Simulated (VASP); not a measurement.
Wanted: the native input for a VASP 6.6.1 run.

```yaml
Task: single point
Functional: PBE
Potentials_or_basis: VASP PAW PBE potentials, release 64 (As, Bi_d)
Cutoff: 520 eV
k_mesh: 11 × 11 × 11
Occupations: fermi-dirac, width 0.03 eV
Spin: no spin polarisation
Dipole_correction: no
Further_INCAR_settings: ALGO = Normal; EDIFF = 1e-06; NBANDS = 17
```

The structure of BiAs (rocksalt type) lies in POSCAR:

```
BiAs
1.0
    0.0000000000      2.9554593537      2.9554593537
    2.9554593537      0.0000000000      2.9554593537
    2.9554593537      2.9554593537      0.0000000000
As Bi
1 1
Direct
    0.0000000000      0.0000000000      0.0000000000
    0.5000000000      0.5000000000      0.5000000000
```

These files were run (other wordings do the same):

INCAR

```
SYSTEM = BiAs
ALGO = Normal
EDIFF = 1E-6
ENCUT = 520
GGA = PE
ISIF = 2
ISMEAR = -1
LASPH = .TRUE.
LCHARG = .FALSE.
LREAL = .FALSE.
LWAVE = .FALSE.
NBANDS = 17
NELM = 60
PREC = Accurate
SIGMA = 0.03
```

KPOINTS

```
k-points
0
G
  11 11 11
  0 0 0
```

Potentials or basis: VASP PAW PBE potentials, release 64 (As, Bi_d).

Command:

```sh
$ cat potpaw_PBE.64/As/POTCAR potpaw_PBE.64/Bi_d/POTCAR > POTCAR
$ mpirun -np 1 vasp_std > vasp.out
```

Results of the run:

| Item | Value |
| --- | --- |
| Pressure | 4.4 GPa |
| Band gap on the k mesh | 0.09 eV (least direct gap 0.40 eV) |

Caveat: the cell stands under pressure; spin-orbit coupling is left out, which moves the levels of the heavy elements; an odd mesh through Γ misses points on the zone boundary, where band edges can lie.

Wall time 48 s on 1 thread of Intel Xeon 8259CL (shared host), peak memory 0.2 GiB.
